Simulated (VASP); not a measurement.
In2SbAs, 8 atoms in the cell. The structure is tetragonal, space group P-4m2 (No. 115). The conventional cell has a = 4.543 Å, b = 4.543 Å, c = 12.785 Å, α = 90.00°, β = 90.00°, γ = 90.00°. Within 3.6 Å of As (site symmetry 2mm) lie 4 In at 2.71 to 2.72 Å. In (site symmetry -4m2) has 4 As at 2.71 Å within 3.6 Å. Within 3.6 Å of In (site symmetry 2mm) lie 2 As at 2.72 Å and 2 Sb at 2.84 Å. Within 3.7 Å of In (site symmetry -4m2) lie 4 Sb at 2.84 Å. Within 3.7 Å of Sb (site symmetry 2mm) lie 4 In at 2.84 Å. 

```yaml
Program: VASP 6.6.1
Task: single point
Functional: PBE
Potentials_or_basis: VASP PAW PBE potentials, release 64 (As, In_d, Sb)
Cutoff: 500 eV
k_mesh: 6 × 6 × 2
Occupations: fermi-dirac, width 0.02 eV
Spin: no spin polarisation
Dipole_correction: no
Further_INCAR_settings: ALGO = Normal; EDIFF = 1e-06; NBANDS = 46
```

Potentials or basis: VASP PAW PBE potentials, release 64 (As, In_d, Sb).

Command:

```sh
$ cat potpaw_PBE.64/As/POTCAR potpaw_PBE.64/In_d/POTCAR potpaw_PBE.64/Sb/POTCAR > POTCAR
$ mpirun -np 1 vasp_std > vasp.out
```

Hardware: 1 thread of Oxide Virtual Turin-like Processor (shared host).

Problem. How long does it take, and how much memory?

Solution. It took 5.4 min on 1 thread of Oxide Virtual Turin-like Processor, on a shared host, peak memory 0.43 GiB. Counts: scf iterations 15, k points 20.
